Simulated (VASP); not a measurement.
# CrO2 (P4_2/mnm) in VASP: further runs

The runs below take CrO2 through single point, relaxation of cell and atoms, with LDA.

Program: VASP 6.6.1. These are calculated values, not measurements. Logs are shortened: lines on timing, memory, paths and dates and some standing lists are left out, and cuts for length are marked.

**1. The cell of the first run**

It takes space group P4_2/mnm (No. 136, tetragonal). The conventional cell has a = 4.354 Å, b = 4.354 Å, c = 2.855 Å, α = 90.00°, β = 90.00°, γ = 90.00°. Cr (site symmetry mmm) has 6 O at 1.87 Å within 2.5 Å. Within 2.5 Å of O (site symmetry m2m) lie 3 Cr at 1.87 Å and 1 O at 2.43 Å.

**2. Single point, LDA, collinear spin, ferromagnetic start**

File INCAR:

```
SYSTEM = CrO2
PREC = Accurate
ENCUT = 520
EDIFF = 1E-6
ISMEAR = 0
SIGMA = 0.1
LREAL = .False.
LASPH = .True.
NELM = 150
ALGO = Normal
ISIF = 2
LWAVE = .False.
LCHARG = .False.
ISPIN = 2
MAGMOM = 1.85 1.85 0 0 0 0
LORBIT = 11
LMAXMIX = 4
GGA = CA
NBANDS = 37
```

File KPOINTS:

```
Automatic mesh
0
Gamma
  4 4 6
  0 0 0
```

File POSCAR:

```
CrO2
1.0
    4.3537069054      0.0000000000      0.0000000000
    0.0000000000      4.3537069054      0.0000000000
    0.0000000000      0.0000000000      2.8548052021
Cr O
2 4
Direct
    0.0000000000      0.0000000000      0.0000000000
    0.5000000000      0.5000000000      0.5000000000
    0.3029421759      0.3029421759      0.0000000000
    0.1970578241      0.8029421759      0.5000000000
    0.6970578241      0.6970578241      0.0000000000
    0.8029421759      0.1970578241      0.5000000000
```

Potentials or basis: VASP PAW LDA potentials, release 64 (Cr_pv, O).

The run is started by

```console
$ cat potpaw_LDA.64/Cr_pv/POTCAR potpaw_LDA.64/O/POTCAR > POTCAR
$ mpirun -np 1 vasp_std > vasp.out
```

OUTCAR:

```text
SYSTEM = CrO2
   PREC = Accurate
   ENCUT = 520
   EDIFF = 1E-6
   ISMEAR = 0
   LREAL = .False.
   LASPH = .True.
   NELM = 150
   ISIF = 2
   ISPIN = 2
   LORBIT = 11
   GGA = CA

 ion  position               nearest neighbor table
   1  0.000  0.000  0.000-   3 1.87   5 1.87   4 1.87   6 1.87   4 1.87   6 1.87
   2  0.500  0.500  0.500-   4 1.87   6 1.87   5 1.87   3 1.87   3 1.87   5 1.87
   3  0.303  0.303  0.000-   1 1.87   2 1.87   2 1.87
   4  0.197  0.803  0.500-   2 1.87   1 1.87   1 1.87
   5  0.697  0.697  0.000-   1 1.87   2 1.87   2 1.87
   6  0.803  0.197  0.500-   2 1.87   1 1.87   1 1.87

  LATTYP: Found a simple tetragonal cell.
 ALAT       =     4.3537069054
 C/A-ratio  =     0.6557182796

  Lattice vectors:

 A1 = (   4.3537069054,   0.0000000000,   0.0000000000)
 A2 = (   0.0000000000,   4.3537069054,   0.0000000000)
 A3 = (   0.0000000000,   0.0000000000,   2.8548052021)

Analysis of symmetry for initial positions (statically):
=====================================================================
 Subroutine PRICEL returns:
 Original cell was already a primitive cell.

 Routine SETGRP: Setting up the symmetry group for a
 simple tetragonal supercell.

 Subroutine GETGRP returns: Found 16 space group operations
 (whereof  8 operations were pure point group operations)
 out of a pool of 16 trial point group operations.

The static configuration has the point symmetry D_2h.
 The point group associated with its full space group is D_4h.

Analysis of symmetry for dynamics (positions and initial velocities):
=====================================================================
 Subroutine PRICEL returns:
 Original cell was already a primitive cell.

 Routine SETGRP: Setting up the symmetry group for a
 simple tetragonal supercell.

 Subroutine GETGRP returns: Found 16 space group operations
 (whereof  8 operations were pure point group operations)
 out of a pool of 16 trial point group operations.

The dynamic configuration has the point symmetry D_2h.
 The point group associated with its full space group is D_4h.

Analysis of structural, dynamic, and magnetic symmetry:
=====================================================================
 Subroutine PRICEL returns:
 Original cell was already a primitive cell.

 Routine SETGRP: Setting up the symmetry group for a
 simple tetragonal supercell.

 Subroutine GETGRP returns: Found 16 space group operations
 (whereof  8 operations were pure point group operations)
 out of a pool of 16 trial point group operations.

The overall configuration has the point symmetry D_2h.
 The point group associated with its full space group is D_4h.

[... 143 lines left out ...]
 number of electron      47.9999983 magnetization       3.9948054

 Free energy of the ion-electron system (eV)
  ---------------------------------------------------
  ext. energy  EPLUGINS =         0.00000000
  ---------------------------------------------------
  free energy    TOTEN  =       -55.67272115 eV

  energy without entropy =      -55.66140770  energy(sigma->0) =      -55.66706442

 E-fermi :   6.2965     XC(G=0): -12.7877

 val. band max:        6.2939979136   @ k =   0.2500   0.2500   0.1667
 cond. band min:       6.3006564984   @ k =   0.5000   0.5000   0.3333
 fundamental gap:      0.0066585848
 Fermi energy:         6.2964775964

 spin component 1

 k-point     1 :       0.0000    0.0000    0.0000
  band No.  band energies     occupation
      1     -38.3551      1.00000
      2     -38.3551      1.00000
      3     -38.2099      1.00000
      4     -38.2099      1.00000
      5     -38.1318      1.00000
      6     -38.1131      1.00000
[... 925 lines left out ...]
     35      17.1991      0.00000
     36      17.1991      0.00000
 Fermi energy:         6.2964775964

 spin component 2

 k-point     1 :       0.0000    0.0000    0.0000
  band No.  band energies     occupation
      1     -36.5930      1.00000
      2     -36.5930      1.00000
      3     -36.2852      1.00000
      4     -36.2852      1.00000
      5     -36.0999      1.00000
      6     -36.0780      1.00000
[... 925 lines left out ...]
     35      17.3320      0.00000
     36      17.3320      0.00000
 [bands above 36 left out]

------------------------ aborting loop because EDIFF is reached ----------------------------------------

  FORCE on cell =-STRESS in cart. coord.  units (eV):
  Direction    XX          YY          ZZ          XY          YZ          ZX
  --------------------------------------------------------------------------------------
  -------------------------------------------------------------------------------------
  Total        0.3581993      0.3581993      0.4334949      0.0000000      0.0000000      0.0000000
  in kB       10.6057285     10.6057285     12.8351148      0.0000000      0.0000000      0.0000000
  external PRESSURE =      11.3488573 kB  Pullay stress =       0.0000000 kB

 VOLUME and BASIS-vectors are now :
 -----------------------------------------------------------------------------
  energy-cutoff  :      520.00
  volume of cell :       54.11
      direct lattice vectors                 reciprocal lattice vectors
     4.353706905  0.000000000  0.000000000     0.229689325  0.000000000  0.000000000
     0.000000000  4.353706905  0.000000000     0.000000000  0.229689325  0.000000000
     0.000000000  0.000000000  2.854805202     0.000000000  0.000000000  0.350286597

 POSITION                                       TOTAL-FORCE (eV/Angst)
 -----------------------------------------------------------------------------------
      0.00000      0.00000      0.00000        -0.000000      0.000000      0.000000
      2.17685      2.17685      1.42740        -0.000000      0.000000      0.000000
      1.31892      1.31892      0.00000        -0.020745     -0.020745     -0.000000
      0.85793      3.49577      1.42740         0.020745     -0.020745      0.000000
      3.03479      3.03479      0.00000         0.020745      0.020745      0.000000
      3.49577      0.85793      1.42740        -0.020745      0.020745      0.000000
 -----------------------------------------------------------------------------------
    total drift:                                0.000000     -0.000000     -0.000000

  FREE ENERGIE OF THE ION-ELECTRON SYSTEM (eV)
  ---------------------------------------------------
  free  energy   TOTEN  =       -55.6727211489 eV

  energy  without entropy=      -55.6614077001  energy(sigma->0) =      -55.66706442

 total charge

# of ion       s       p       d       tot
------------------------------------------
    1        0.379   6.521   4.138  11.039
    2        0.379   6.521   4.138  11.039
    3        1.562   3.470   0.000   5.032
    4        1.562   3.470   0.000   5.032
    5        1.562   3.470   0.000   5.032
    6        1.562   3.470   0.000   5.032
--------------------------------------------------
tot          7.007  26.922   8.277  42.206

 magnetization (x)

# of ion       s       p       d       tot
------------------------------------------
    1        0.025   0.028   1.929   1.981
    2        0.025   0.028   1.929   1.981
    3       -0.002  -0.024   0.000  -0.026
    4       -0.002  -0.024   0.000  -0.026
    5       -0.002  -0.024   0.000  -0.026
    6       -0.002  -0.024   0.000  -0.026
--------------------------------------------------
tot          0.042  -0.039   3.857   3.860
```

stdout:

```text
POSCAR found type information on POSCAR CrO
 POSCAR found :  2 types and       6 ions
 scaLAPACK will be used
 LDA part: xc-table for (Slater(with rela. corr.)+CA(PZ))
 , standard interpolation
 POSCAR, INCAR and KPOINTS ok, starting setup
 FFT: planning ... GRIDC
 FFT: planning ... GRID_SOFT
 FFT: planning ... GRID
 WAVECAR not read
 entering main loop
```

Run time: 32 s. Hardware: 1 thread of Intel Xeon 6975P-C (Granite Rapids), shared host; peak memory 0.19 GiB.

Results:

* Free energy: -55.6727 eV
* Pressure: 1.1 GPa
* Largest force: 0.029 eV/Å
* Band gap on the k mesh: zero (filled and empty bands overlap)
* Net moment: 3.99 μB per cell
* Site moments: Cr +1.98; O -0.03 μB
* Valence electrons inside the program's atomic spheres: Cr 11.04; O 5.03

Forces in eV/Å, atoms in the order of the input:
```
Cr   0.000  0.000  0.000
Cr   0.000  0.000  0.000
O   -0.021 -0.021  0.000
O    0.021 -0.021  0.000
O    0.021  0.021  0.000
O   -0.021  0.021  0.000
```

Caveat: the k points lie up to 0.37 Å⁻¹ apart, too coarse for converged energies and pressures of a metal; semilocal functionals often make such compounds metallic where correlation or magnetic order opens a gap, which also shifts bond lengths; the run started ferromagnetic, and an antiferromagnetic order may lie lower in energy.

**3. Single point, LDA, collinear spin, ferromagnetic start**

This run uses another cell than the first one, of 9.50 Å³/atom.

File INCAR:

```
ALGO = Normal
EDIFF = 1E-7
ENCUT = 520
ISIF = 2
ISMEAR = 0
ISPIN = 2
LASPH = True
LCHARG = False
LMAXMIX = 4
LORBIT = 11
LREAL = False
LWAVE = False
MAGMOM = 2 2 0 0 0 0
NBANDS = 37
NELM = 150
PREC = Accurate
SIGMA = 0.1
```

File KPOINTS:

```
k-points
0
Gamma
  4 4 6
```

File POSCAR:

```
CrO2
1.0
    4.4210000000      0.0000000000      0.0000000000
    0.0000000000      4.4210000000      0.0000000000
    0.0000000000      0.0000000000      2.9170000000
Cr O
2 4
Direct
    0.0000000000      0.0000000000      0.0000000000
    0.5000000000      0.5000000000      0.5000000000
    0.3010000000      0.3010000000      0.0000000000
    0.1990000000      0.8010000000      0.5000000000
    0.6990000000      0.6990000000      0.0000000000
    0.8010000000      0.1990000000      0.5000000000
```

Potentials or basis: VASP PAW LDA potentials, release 64 (Cr_pv, O).

The run is started by

```console
$ cat potpaw_LDA.64/Cr_pv/POTCAR potpaw_LDA.64/O/POTCAR > POTCAR
$ mpirun -np 1 vasp_std > vasp.out
```

Run time: 44 s. Hardware: 1 thread of Intel Xeon 6975P-C (Granite Rapids), shared host; peak memory 0.2 GiB.

The run converged. Its results:

| Item | Value |
| --- | --- |
| Free energy | -55.5510 eV |
| Pressure | -13.2 GPa |
| Largest force | 0.367 eV/Å |
| Band gap on the k mesh | zero (filled and empty bands overlap) |
| Net moment | 4.00 μB per cell |
| Site moments | Cr +2.02; O -0.04 μB |
| Valence electrons inside the program's atomic spheres | Cr 10.88; O 5.00 |

Forces in eV/Å, atoms in the order of the input:
```
Cr   0.000  0.000  0.000
Cr   0.000  0.000  0.000
O    0.260  0.260  0.000
O   -0.260  0.260  0.000
O   -0.260 -0.260  0.000
O    0.260 -0.260  0.000
```

Stress tensor (GPa, compression positive):
```
-11.76   0.00   0.00
  0.00 -11.76   0.00
  0.00   0.00 -15.95
```

Levels at points of the mesh, in eV from the Fermi level:
Spin up:
| k point | band 22 | band 23 | band 24 | band 25 | band 26 | band 27 | band 28 | band 29 | band 30 | band 31 |
| --- | --- | --- | --- | --- | --- | --- | --- | --- | --- | --- |
| (0.00, 0.00, 0.00) | -1.41 | -1.30 | -1.12 | -1.11 | -1.11 | -0.79 | 1.03 | 1.17 | 2.89 | 2.89 |
| (0.50, 0.00, 0.00) | -1.77 | -0.75 | -0.75 | -0.27 | -0.27 | 0.29 | 0.29 | 2.88 | 2.88 | 3.14 |
| (0.50, 0.50, 0.00) | -2.35 | -1.45 | -1.45 | -1.09 | -1.09 | 0.84 | 0.84 | 2.64 | 2.64 | 2.91 |
| (0.00, 0.00, 0.50) | -2.83 | -0.55 | -0.55 | -0.02 | -0.02 | 0.72 | 0.72 | 2.36 | 2.36 | 2.66 |
| (0.50, 0.00, 0.50) | -2.09 | -1.44 | -1.44 | -0.55 | -0.55 | 0.90 | 0.90 | 1.47 | 1.47 | 2.89 |
| (0.50, 0.50, 0.50) | -1.80 | -0.54 | -0.54 | -0.27 | -0.27 | 0.00 | 0.00 | 2.67 | 2.67 | 2.87 |
Spin down:
| k point | band 18 | band 19 | band 20 | band 21 | band 22 | band 23 | band 24 | band 25 | band 26 | band 27 |
| --- | --- | --- | --- | --- | --- | --- | --- | --- | --- | --- |
| (0.00, 0.00, 0.00) | -3.56 | -1.81 | -1.46 | -1.46 | -0.95 | 0.44 | 0.51 | 0.73 | 0.76 | 0.76 |
| (0.50, 0.00, 0.00) | -4.45 | -3.05 | -3.05 | -1.78 | -1.78 | 1.09 | 1.09 | 1.41 | 1.41 | 1.71 |
| (0.50, 0.50, 0.00) | -3.40 | -2.65 | -2.65 | -2.34 | -2.34 | 0.47 | 0.47 | 0.79 | 0.79 | 2.06 |
| (0.00, 0.00, 0.50) | -4.10 | -3.80 | -3.80 | -2.68 | -2.68 | 1.35 | 1.35 | 1.62 | 1.62 | 2.11 |
| (0.50, 0.00, 0.50) | -3.90 | -3.27 | -3.27 | -2.14 | -2.14 | 0.26 | 0.26 | 1.65 | 1.65 | 2.23 |
| (0.50, 0.50, 0.50) | -4.05 | -2.54 | -2.54 | -1.71 | -1.71 | 0.99 | 0.99 | 1.55 | 1.55 | 1.67 |

Caveat: the cell stands under tension; semilocal functionals often make such compounds metallic where correlation or magnetic order opens a gap, which also shifts bond lengths; the run started ferromagnetic, and an antiferromagnetic order may lie lower in energy.

**4. Relaxation of cell and atoms, LDA, collinear spin, ferromagnetic start**

This run uses another cell than the first one, of 9.50 Å³/atom.

File INCAR:

```
PREC = Accurate
ENCUT = 600
EDIFF = 1E-6
ISMEAR = 0
SIGMA = 0.1
LREAL = F
LASPH = T
NELM = 150
ALGO = Normal
ISIF = 3
LWAVE = F
LCHARG = F
ISPIN = 2
MAGMOM = 1.85 1.85 0 0 0 0
LORBIT = 11
LMAXMIX = 4
IBRION = 2
NSW = 100
EDIFFG = -0.05
```

File KPOINTS:

```
Automatic mesh
0
Gamma
  4 4 6
```

POSCAR is that of step 3.

The run is started by

```console
$ cat potpaw_LDA.64/Cr_pv/POTCAR potpaw_LDA.64/O/POTCAR > POTCAR
$ mpirun -np 1 vasp_std > vasp.out
```

Wall time 1.8 min (1 thread of Intel Xeon 6975P-C (Granite Rapids), shared host); peak memory 0.21 GiB.

It converged, with:

```
Free energy                                           : -55.6949 eV
Relaxed volume                                        : 9.04 Å³/atom
Relaxed cell                                          : a = 4.357 Å, b = 4.357 Å, c = 2.856 Å, α = 90.00°, β = 90.00°, γ = 90.00°
Space group after relaxing (to 0.1 Å)                 : P4_2/mnm (No. 136)
Energy gained by relaxing                             : 22.4 meV/atom
Ionic steps                                           : 5
Pressure after relaxing                               : 0.1 GPa
Band gap on the k mesh                                : zero (filled and empty bands overlap)
Net moment                                            : 4.00 μB per cell
Site moments                                          : Cr +1.98; O -0.03 μB
Valence electrons inside the program's atomic spheres : Cr 11.03; O 5.03
```

Forces in eV/Å, atoms in the order of the input:
```
Cr   0.000  0.000  0.000
Cr   0.000  0.000  0.000
O    0.001  0.001  0.000
O   -0.001  0.001  0.000
O   -0.001 -0.001  0.000
O    0.001 -0.001  0.000
```

Stress tensor (GPa, compression positive):
```
0.04 0.00 0.00
0.00 0.04 0.00
0.00 0.00 0.14
```

Step by step:
| step | energy change (eV) | largest force (eV/Å) | pressure (GPa) | volume (Å³) |
| --- | --- | --- | --- | --- |
| 1 | 0.0000 | 0.3684 | -13.52 | 57.01 |
| 2 | 0.1261 | 0.5110 | 23.68 | 50.65 |
| 3 | -0.1335 | 0.0886 | -0.06 | 54.23 |
| 4 | -0.1335 | 0.0818 | 0.20 | 54.17 |
| 5 | -0.1342 | 0.0021 | 0.07 | 54.23 |

Final structure:
```xyz
6
Lattice="4.3573 0.0000 0.0000 0.0000 4.3573 0.0000 0.0000 0.0000 2.8562" Properties=species:S:1:pos:R:3 pbc="T T T"
Cr    0.0000    0.0000    0.0000
Cr    2.1786    2.1786    1.4281
O     1.3192    1.3192    2.8562
O     0.8594    3.4979    1.4281
O     3.0381    3.0381    0.0000
O     3.4979    0.8594    1.4281
```

Levels at points of the mesh, in eV from the Fermi level:
Spin up:
```tsv
k point	band 24	band 25	band 26	band 27	band 28	band 29
(0.00, 0.00, 0.00)	-1.17	-1.17	-1.14	-0.85	1.17	1.26
(0.50, 0.00, 0.00)	-0.74	-0.31	-0.31	0.32	0.32	2.87
(0.50, 0.50, 0.00)	-1.51	-1.14	-1.14	0.89	0.89	2.82
(0.00, 0.00, 0.50)	-0.54	-0.09	-0.09	0.78	0.78	2.49
(0.50, 0.00, 0.50)	-1.55	-0.54	-0.54	0.95	0.95	1.69
(0.50, 0.50, 0.50)	-0.53	-0.39	-0.39	0.03	0.03	2.86
```
Spin down:
| k point | band 20 | band 21 | band 22 | band 23 | band 24 | band 25 |
| --- | --- | --- | --- | --- | --- | --- |
| (0.00, 0.00, 0.00) | -1.60 | -1.60 | -1.12 | 0.30 | 0.46 | 0.66 |
| (0.50, 0.00, 0.00) | -3.24 | -1.99 | -1.99 | 1.04 | 1.04 | 1.34 |
| (0.50, 0.50, 0.00) | -2.82 | -2.47 | -2.47 | 0.36 | 0.36 | 0.70 |
| (0.00, 0.00, 0.50) | -4.12 | -2.93 | -2.93 | 1.29 | 1.29 | 1.59 |
| (0.50, 0.00, 0.50) | -3.58 | -2.36 | -2.36 | 0.12 | 0.12 | 1.62 |
| (0.50, 0.50, 0.50) | -2.76 | -1.92 | -1.92 | 0.88 | 0.88 | 1.53 |

Caveat: semilocal functionals often make such compounds metallic where correlation or magnetic order opens a gap, which also shifts bond lengths; the run started ferromagnetic, and an antiferromagnetic order may lie lower in energy. Zero-point motion and thermal expansion aren't in these numbers.

**5. The runs side by side**

| task | cell | cutoff (eV) | gap on the mesh (eV) | pressure (GPa) | moment (μB) | largest force (eV/Å) |
| --- | --- | --- | --- | --- | --- | --- |
| single point | a = 4.354, b = 4.354, c = 2.855 Å, 6 atoms, atomic positions A | 520 | none | 1.1 | 3.99 | 0.03 |
| single point | a = 4.421, b = 4.421, c = 2.917 Å, 6 atoms, atomic positions B | 520 | none | -13.2 | 4.00 | 0.37 |
| relaxation of cell and atoms | relaxed from a = 4.421, b = 4.421, c = 2.917 Å, 6 atoms, atomic positions B | 600 | none | 0.1 | 4.00 | - |

Alike in all rows: level LDA; potentials or basis VASP PAW LDA potentials, release 64 (Cr_pv, O); spin collinear, ferromagnetic start; k mesh 4 × 4 × 6; smearing gaussian 0.1 eV.

Caveats: some runs use coarse meshes; semilocal functionals often make such compounds metallic where correlation or magnetic order opens a gap, which also shifts bond lengths; the run started ferromagnetic, and an antiferromagnetic order may lie lower in energy; the cell stands under tension (at least some runs).

Total energies depend on the potentials used, so only differences within one code and one set of settings carry meaning.
